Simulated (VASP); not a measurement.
# MnO (Fm-3m) in VASP: single point with r2SCAN+U

Aim: the single point of MnO with r2SCAN+U.

Program: VASP 6.6.1. These are calculated values, not measurements. Logs are shortened: lines on timing, memory, paths and dates and some standing lists are left out, and cuts for length are marked.

### 1 The cell of the first run

It takes space group Fm-3m (No. 225, cubic). Conventional cell: a = 4.444 Å, b = 4.444 Å, c = 4.444 Å, α = 90.00°, β = 90.00°, γ = 90.00°. Mn (site symmetry m-3m) has 6 O at 2.22 Å within 2.9 Å. O (site symmetry m-3m) has 6 Mn at 2.22 Å within 2.9 Å.

### 2 Single point, r2SCAN+U

POSCAR reads:

```
MnO
1.0
    0.0000000000      2.2220003300      2.2220003300
    2.2220003300      0.0000000000      2.2220003300
    4.4440006600      4.4440006600      0.0000000000
Mn O
2 2
Direct
    0.0000000000      0.0000000000      0.0000000000
    0.0000000000      0.0000000000      0.5000000000
    0.5000000000      0.5000000000      0.2500000000
    0.5000000000      0.5000000000      0.7500000000
```

INCAR.step1 reads:

```
SYSTEM = MnO
ALGO     = Normal         ! electronic algorithm
EDIFF    = 1E-5           ! SCF threshold, eV
ENCUT    = 660            ! plane-wave cutoff, eV
GGA      = PE             ! functional
GGA_COMPAT= .False.      
ISMEAR   = 0              ! smearing method
LASPH    = .True.         ! aspherical terms in the spheres
LCHARG   = .False.        ! write CHGCAR
LDAU     = .True.         ! DFT+U
LDAUJ    = 0 0          
LDAUL    = 2 -1           ! shell
LDAUTYPE = 2            
LDAUU    = 1 0            ! U, eV
LMAXMIX  = 4              ! l up to which the mixer works
LREAL    = .False.        ! projectors in reciprocal space
LWAVE    = .True.         ! write WAVECAR
NBANDS   = 27             ! bands
NELM     = 200            ! most SCF steps
PREC     = Accurate       ! precision mode
SIGMA    = 0.05           ! smearing width, eV
```

INCAR.step2 reads:

```
SYSTEM = MnO
ALGO     = Normal         ! electronic algorithm
EDIFF    = 1E-6           ! SCF threshold, eV
ENCUT    = 660            ! plane-wave cutoff, eV
GGA_COMPAT= .False.      
ISIF     = 2              ! what is computed and relaxed
ISMEAR   = 0              ! smearing method
ISTART   = 1            
LASPH    = .True.         ! aspherical terms in the spheres
LCHARG   = .True.         ! write CHGCAR
LDAU     = .True.         ! DFT+U
LDAUJ    = 0 0          
LDAUL    = 2 -1           ! shell
LDAUPRINT= 1            
LDAUTYPE = 2            
LDAUU    = 1 0            ! U, eV
LELF     = .True.         ! ELF
LMAXMIX  = 4              ! l up to which the mixer works
LMIXTAU  = .True.       
LREAL    = .False.        ! projectors in reciprocal space
LVHAR    = .True.       
LWAVE    = .False.        ! write WAVECAR
METAGGA  = R2SCAN         ! meta-GGA
NBANDS   = 27             ! bands
NELM     = 200            ! most SCF steps
PREC     = Accurate       ! precision mode
SIGMA    = 0.05           ! smearing width, eV
```

KPOINTS reads:

```
k-points
0
Gamma
  7 7 7
  0 0 0
```

Potentials or basis: VASP PAW PBE potentials, release 64 (Mn_pv, O).

Started as:

```console
> cat potpaw_PBE.64/Mn_pv/POTCAR potpaw_PBE.64/O/POTCAR > POTCAR
> cp INCAR.step1 INCAR
> mpirun -np 1 vasp_std > vasp.out
> cp INCAR.step2 INCAR
> mpirun -np 1 vasp_std > vasp.out
```

OUTCAR:

```text
SYSTEM = MnO
   EDIFF = 1E-6
   ENCUT = 660
   ISIF = 2
   ISMEAR = 0
   ISTART = 1
   LASPH = .True.
   LREAL = .False.
   METAGGA = R2SCAN
   NELM = 200
   PREC = Accurate

 ion  position               nearest neighbor table
   1  0.000  0.000  0.000-   4 2.22   3 2.22   4 2.22   3 2.22   4 2.22   3 2.22   2 3.14   2 3.14
                             2 3.14   2 3.14   2 3.14   2 3.14
   2  0.000  0.000  0.500-   3 2.22   3 2.22   4 2.22   3 2.22   4 2.22   4 2.22   1 3.14   1 3.14
                             1 3.14   1 3.14   1 3.14   1 3.14
   3  0.500  0.500  0.250-   1 2.22   1 2.22   2 2.22   1 2.22   2 2.22   2 2.22
   4  0.500  0.500  0.750-   2 2.22   1 2.22   2 2.22   1 2.22   2 2.22   1 2.22

  LATTYP: Found a trigonal (rhomboedric) cell.
 ALAT       =     5.4427670168
 COS(alpha) =     0.8333333333

  Lattice vectors:

 A1 = (   4.4440006600,   2.2220003300,  -2.2220003300)
 A2 = (   2.2220003300,   2.2220003300,  -4.4440006600)
 A3 = (   2.2220003300,   4.4440006600,  -2.2220003300)

Analysis of symmetry for initial positions (statically):
=====================================================================
 Subroutine PRICEL returns following result:

  LATTYP: Found a face centered cubic cell.
 ALAT       =     4.4440006600

  Lattice vectors:

 A1 = (   0.0000000000,   2.2220003300,   2.2220003300)
 A2 = (   2.2220003300,   0.0000000000,   2.2220003300)
 A3 = (   2.2220003300,   2.2220003300,   0.0000000000)

   2 primitive cells build up your supercell.

 Routine SETGRP: Setting up the symmetry group for a
 trigonal (rhombohedral) supercell.

 Subroutine GETGRP returns: Found 12 space group operations
 (whereof 12 operations were pure point group operations)
 out of a pool of 12 trial point group operations.

The static configuration has the point symmetry D_3d.

Analysis of symmetry for dynamics (positions and initial velocities):
=====================================================================
 Subroutine PRICEL returns following result:

  LATTYP: Found a face centered cubic cell.
 ALAT       =     4.4440006600

  Lattice vectors:

 A1 = (   0.0000000000,   2.2220003300,   2.2220003300)
 A2 = (   2.2220003300,   0.0000000000,   2.2220003300)
 A3 = (   2.2220003300,   2.2220003300,   0.0000000000)

   2 primitive cells build up your supercell.

 Routine SETGRP: Setting up the symmetry group for a
 trigonal (rhombohedral) supercell.

 Subroutine GETGRP returns: Found 12 space group operations
 (whereof 12 operations were pure point group operations)
 out of a pool of 12 trial point group operations.

The dynamic configuration has the point symmetry D_3d.

 Subroutine INISYM returns: Found 12 space group operations
 (whereof 12 operations are pure point group operations),
 and found     2 'primitive' translations

----------------------------------------------------------------------------------------

                                     Primitive cell

  volume of cell :      21.9413

[... 113 lines left out ...]
 LDA+U is selected, type is set to LDAUTYPE =  2
   angular momentum for each species LDAUL =     2   -1
   U (eV)           for each species LDAUU =   1.0  0.0
   J (eV)           for each species LDAUJ =   0.0  0.0
   METAGGA = R2SCAN    functional components
   LHFCALC =     F    Hartree Fock is set to
   AEXX    =    0.0000 exact exchange contribution
   IVDW    =     0    specifies the selected vdW correction
   LEPSILON=     F    determine dielectric tensor
   LRPA    =     F    only Hartree local field effects (RPA)
 non-spin polarized calculation
 Gauss-broadening in eV      SIGMA  =   0.05
  energy-cutoff  :      660.00
  volume of cell :       43.88
 maximum number of plane-waves:      1713
   NGX = 13   NGY = 13   NGZ = 27

atom =   1  type =  1  l = 2

 onsite density matrix

spin component  1

  0.7674  0.0001  0.0000  0.0001  0.0000
  0.0001  0.7674  0.0000 -0.0001 -0.0000
  0.0000  0.0000  0.1158  0.0000 -0.0000
  0.0001 -0.0001  0.0000  0.7674  0.0000
  0.0000 -0.0000 -0.0000  0.0000  0.1158

spin component  2

  0.7674  0.0001  0.0000  0.0001  0.0000
  0.0001  0.7674  0.0000 -0.0001 -0.0000
  0.0000  0.0000  0.1158  0.0000 -0.0000
  0.0001 -0.0001  0.0000  0.7674  0.0000
  0.0000 -0.0000 -0.0000  0.0000  0.1158

 occupancies and eigenvectors

  o =  0.1158  v = -0.0000  0.0000  0.1050 -0.0000  0.9945  0.0000  0.0000  0.0000  0.0000  0.0000      0.0000  0.0000  0.0000  0.0000  0.0000  0.0000  0.0000  0.0000  0.0000  0.0000
  o =  0.1158  v =  0.0000  0.0000  0.0000  0.0000  0.0000 -0.0000  0.0000  0.1050 -0.0000  0.9945      0.0000  0.0000  0.0000  0.0000  0.0000  0.0000  0.0000  0.0000  0.0000  0.0000
  o =  0.1158  v = -0.0000 -0.0000  0.9945 -0.0000 -0.1050  0.0000  0.0000  0.0000  0.0000  0.0000      0.0000  0.0000  0.0000  0.0000  0.0000  0.0000  0.0000  0.0000  0.0000  0.0000
  o =  0.1158  v =  0.0000  0.0000  0.0000  0.0000  0.0000 -0.0000 -0.0000  0.9945 -0.0000 -0.1050      0.0000  0.0000  0.0000  0.0000  0.0000  0.0000  0.0000  0.0000  0.0000  0.0000
  o =  0.7672  v =  0.0000  0.0000  0.0000  0.0000  0.0000 -0.5774  0.5774  0.0000  0.5774 -0.0000      0.0000  0.0000  0.0000  0.0000  0.0000  0.0000  0.0000  0.0000  0.0000  0.0000
  o =  0.7672  v = -0.5774  0.5774  0.0000  0.5774 -0.0000  0.0000  0.0000  0.0000  0.0000  0.0000      0.0000  0.0000  0.0000  0.0000  0.0000  0.0000  0.0000  0.0000  0.0000  0.0000
  o =  0.7675  v =  0.0000  0.0000  0.0000  0.0000  0.0000 -0.0000  0.7071  0.0000 -0.7071 -0.0000      0.0000  0.0000  0.0000  0.0000  0.0000  0.0000  0.0000  0.0000  0.0000  0.0000
  o =  0.7675  v = -0.0000  0.7071  0.0000 -0.7071 -0.0000  0.0000  0.0000  0.0000  0.0000  0.0000      0.0000  0.0000  0.0000  0.0000  0.0000  0.0000  0.0000  0.0000  0.0000  0.0000
  o =  0.7675  v = -0.8165 -0.4082 -0.0000 -0.4082  0.0000  0.0000  0.0000  0.0000  0.0000  0.0000      0.0000  0.0000  0.0000  0.0000  0.0000  0.0000  0.0000  0.0000  0.0000  0.0000
  o =  0.7675  v =  0.0000  0.0000  0.0000  0.0000  0.0000 -0.8165 -0.4082 -0.0000 -0.4082  0.0000      0.0000  0.0000  0.0000  0.0000  0.0000  0.0000  0.0000  0.0000  0.0000  0.0000

atom =   2  type =  1  l = 2

 onsite density matrix

spin component  1

  0.7674  0.0001  0.0000  0.0001  0.0000
  0.0001  0.7674  0.0000 -0.0001 -0.0000
  0.0000  0.0000  0.1158  0.0000 -0.0000
  0.0001 -0.0001  0.0000  0.7674  0.0000
  0.0000 -0.0000 -0.0000  0.0000  0.1158

spin component  2

  0.7674  0.0001  0.0000  0.0001  0.0000
  0.0001  0.7674  0.0000 -0.0001 -0.0000
  0.0000  0.0000  0.1158  0.0000 -0.0000
  0.0001 -0.0001  0.0000  0.7674  0.0000
  0.0000 -0.0000 -0.0000  0.0000  0.1158

 occupancies and eigenvectors

  o =  0.1158  v = -0.0000 -0.0000  0.9996 -0.0000  0.0281  0.0000  0.0000  0.0000  0.0000  0.0000      0.0000  0.0000  0.0000  0.0000  0.0000  0.0000  0.0000  0.0000  0.0000  0.0000
  o =  0.1158  v =  0.0000  0.0000  0.0000  0.0000  0.0000 -0.0000 -0.0000  0.9996 -0.0000  0.0281      0.0000  0.0000  0.0000  0.0000  0.0000  0.0000  0.0000  0.0000  0.0000  0.0000
  o =  0.1158  v =  0.0000  0.0000 -0.0281 -0.0000  0.9996  0.0000  0.0000  0.0000  0.0000  0.0000      0.0000  0.0000  0.0000  0.0000  0.0000  0.0000  0.0000  0.0000  0.0000  0.0000
  o =  0.1158  v =  0.0000  0.0000  0.0000  0.0000  0.0000  0.0000  0.0000 -0.0281 -0.0000  0.9996      0.0000  0.0000  0.0000  0.0000  0.0000  0.0000  0.0000  0.0000  0.0000  0.0000
  o =  0.7672  v =  0.0000  0.0000  0.0000  0.0000  0.0000  0.5774 -0.5774  0.0000 -0.5774  0.0000      0.0000  0.0000  0.0000  0.0000  0.0000  0.0000  0.0000  0.0000  0.0000  0.0000
  o =  0.7672  v =  0.5774 -0.5774  0.0000 -0.5774  0.0000  0.0000  0.0000  0.0000  0.0000  0.0000      0.0000  0.0000  0.0000  0.0000  0.0000  0.0000  0.0000  0.0000  0.0000  0.0000
  o =  0.7675  v =  0.0000  0.0000  0.0000  0.0000  0.0000  0.7985  0.5468  0.0000  0.2518 -0.0000      0.0000  0.0000  0.0000  0.0000  0.0000  0.0000  0.0000  0.0000  0.0000  0.0000
  o =  0.7675  v =  0.7985  0.5468  0.0000  0.2518 -0.0000  0.0000  0.0000  0.0000  0.0000  0.0000      0.0000  0.0000  0.0000  0.0000  0.0000  0.0000  0.0000  0.0000  0.0000  0.0000
  o =  0.7675  v = -0.1703  0.6064 -0.0000 -0.7767 -0.0000  0.0000  0.0000  0.0000  0.0000  0.0000      0.0000  0.0000  0.0000  0.0000  0.0000  0.0000  0.0000  0.0000  0.0000  0.0000
  o =  0.7675  v =  0.0000  0.0000  0.0000  0.0000  0.0000 -0.1703  0.6064 -0.0000 -0.7767 -0.0000      0.0000  0.0000  0.0000  0.0000  0.0000  0.0000  0.0000  0.0000  0.0000  0.0000

 number of electron      37.9999995 magnetization

 Free energy of the ion-electron system (eV)
  ---------------------------------------------------
  ext. energy  EPLUGINS =         0.00000000
  ---------------------------------------------------
  free energy    TOTEN  =       -40.91611069 eV

  energy without entropy =      -40.88655959  energy(sigma->0) =      -40.90133514

 E-fermi :   6.4242     XC(G=0): -12.6569

 val. band max:        6.4223320199   @ k =  -0.4286   0.4286   0.0000
 cond. band min:       6.4263790935   @ k =   0.4286   0.1429   0.0000
 fundamental gap:      0.0040470736
 Fermi energy:         6.4241724830

 k-point     1 :       0.0000    0.0000    0.0000
  band No.  band energies     occupation
      1     -42.9151      2.00000
      2     -42.8558      2.00000
      3     -42.8527      2.00000
      4     -42.8482      2.00000
      5     -42.8475      2.00000
      6     -42.8431      2.00000
[... 709 lines left out ...]
     26      14.5137      0.00000
     27      16.5705      0.00000

 [... further k-points ...]

------------------------ aborting loop because EDIFF is reached ----------------------------------------

  FORCE on cell =-STRESS in cart. coord.  units (eV):
  Direction    XX          YY          ZZ          XY          YZ          ZX
  --------------------------------------------------------------------------------------
  -------------------------------------------------------------------------------------
  Total       -9.6994090     -9.6994090     -9.6994090     -0.0301516      0.0301516      0.0301516
  in kB     -354.1306437   -354.1306437   -354.1306437     -1.1008510      1.1008510      1.1008510
  external PRESSURE =    -354.1306437 kB  Pullay stress =       0.0000000 kB

 VOLUME and BASIS-vectors are now :
 -----------------------------------------------------------------------------
  energy-cutoff  :      660.00
  volume of cell :       43.88
      direct lattice vectors                 reciprocal lattice vectors
     0.000000000  2.222000330  2.222000330    -0.225022469  0.225022469  0.225022469
     2.222000330  0.000000000  2.222000330     0.225022469 -0.225022469  0.225022469
     4.444000660  4.444000660  0.000000000     0.112511234  0.112511234 -0.112511234

 POSITION                                       TOTAL-FORCE (eV/Angst)
 -----------------------------------------------------------------------------------
      0.00000      0.00000      0.00000         0.000000      0.000000     -0.000000
      2.22200      2.22200      0.00000        -0.000000     -0.000000     -0.000000
      2.22200      2.22200      2.22200        -0.000000      0.000000      0.000000
      4.44400      4.44400      2.22200        -0.000000     -0.000000      0.000000
 -----------------------------------------------------------------------------------
    total drift:                                0.000000      0.000000      0.000000

  FREE ENERGIE OF THE ION-ELECTRON SYSTEM (eV)
  ---------------------------------------------------
  free  energy   TOTEN  =       -40.9161106942 eV

  energy  without entropy=      -40.8865595889  energy(sigma->0) =      -40.90133514
```

Wall time 8 min (1 thread of Intel Xeon 8259CL, shared host); peak memory 0.24 GiB.

Results:

```yaml
Free_energy: -40.9161 eV
Pressure: -35.4 GPa
Band_gap_on_the_k_mesh: zero (bands 19 and 20 overlap by 0.58 eV)
```

Levels at points of the mesh, in eV from the Fermi level:
| k point | band 17 | band 18 | band 19 | band 20 | band 21 | band 22 |
| --- | --- | --- | --- | --- | --- | --- |
| (0.00, 0.00, 0.00) | -1.18 | -0.19 | -0.19 | 0.03 | 0.90 | 0.90 |

Eigenvalues of the final occupation matrices:
| site | spin | trace | eigenvalues |
| --- | --- | --- | --- |
| site 1 d | 1 | 2.53 | 0.12 0.12 0.77 0.77 0.77 |
| site 1 d | 2 | 2.53 | 0.12 0.12 0.77 0.77 0.77 |
| site 2 d | 1 | 2.53 | 0.12 0.12 0.77 0.77 0.77 |
| site 2 d | 2 | 2.53 | 0.12 0.12 0.77 0.77 0.77 |

Caveat: the cell stands under tension; the PAW data sets were made with another functional, which shifts forces and pressure a little; the run has no spin polarisation, though such a crystal can be magnetic; U without spin polarisation on a metal has little footing. Spin polarisation is off, so any magnetic state and its effect on volume and gap are missing.
